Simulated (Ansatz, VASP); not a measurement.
**One calculation of GeB2C3, two programs**

```
Ge B C
1.0
     4.93289    0.00000    0.00000
    -2.46644    4.27201    0.00000
     0.00000    0.00000    4.15714
Ge B C
1 2 3
Cartesian
  0.0000 0.0000 0.0000
  0.0000 2.8480 2.0786
  2.4664 1.4240 2.0786
  0.0000 0.0000 2.0786
  0.0000 2.8480 0.0000
  2.4664 1.4240 0.0000
```

Alike in both runs: task relaxation of cell and atoms; functional PBE; k mesh 6 × 6 × 4; occupations gaussian, width 0.1 eV; no spin polarisation.

```csv
,VASP,Ansatz
version,VASP 6.6.1,Ansatz 0.2.0
potentials or method,"VASP PAW PBE potentials, release 64 (Ge_d, B_h, C_h), cutoff 910 eV","scalar-relativistic, plane waves, PAW"
valence electrons in the cell,32,32
```

```tsv
	VASP	Ansatz	Ansatz less VASP
gap on the k mesh at the Fermi level, each at its own relaxed structure (eV)	none	none	-
relaxed volume (Å³/atom)	16.31	7.78	-8.529
relaxed length of the cell vector where the two differ most in proportion (Å)	6.054	3.772	-2.2814
```

A gap of «none» marks a metal or a gap that the smearing closes. One of these differences is far larger than is usual between the two programs; its cause wasn't traced.

The k mesh is coarse, so the values compare programs but aren't converged. Noted on VASP's run: the cutoff is under 1.25 times that of the potentials, so the pressure is a little rough.
